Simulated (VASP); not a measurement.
Cu4Mo, 5 atoms in the cell. It takes space group P-3m1 (No. 164, trigonal). Conventional cell: a = 3.870 Å, b = 3.870 Å, c = 5.218 Å, α = 90.00°, β = 90.00°, γ = 120.00°. Within 3.0 Å of Cu (site symmetry 3m) lie 3 Mo at 2.24 Å and 5 Cu at 2.25 to 2.86 Å. Within 3.0 Å of Cu (site symmetry 3m) lie 5 Cu at 2.24 to 2.86 Å. Mo (site symmetry -3m) has 6 Cu at 2.24 Å within 3.0 Å. The cell was generated, and may not be a known phase.

* Program: VASP 6.6.1
* Task: relaxation of cell and atoms
* Functional: PBE
* Potentials or basis: VASP PAW PBE potentials, release 64 (Cu, Mo_sv)
* Cutoff: 600 eV
* k mesh: 6 × 6 × 4
* Occupations: gaussian, width 0.1 eV
* Spin: no spin polarisation
* Dipole correction: no
* Further INCAR settings: ALGO = Normal; EDIFF = 1e-06; IBRION = 2; EDIFFG = -0.04; NSW = 90; ISIF = 3

Potentials or basis: VASP PAW PBE potentials, release 64 (Cu, Mo_sv).

Run with:

```console
$ cat potpaw_PBE.64/Cu/POTCAR potpaw_PBE.64/Mo_sv/POTCAR > POTCAR
$ mpirun -np 1 vasp_std > vasp.out
```

Hardware: 1 thread of Intel(R) Xeon(R) Platinum 8488C (Sapphire Rapids), on a shared host.

Problem. How long does it take, and how much memory?

Solution. Run time: 30 min on 1 thread of Intel(R) Xeon(R) Platinum 8488C (Sapphire Rapids) (shared host), peak memory 0.24 GiB. Counts: scf iterations 519, k points 24, ion steps 54.
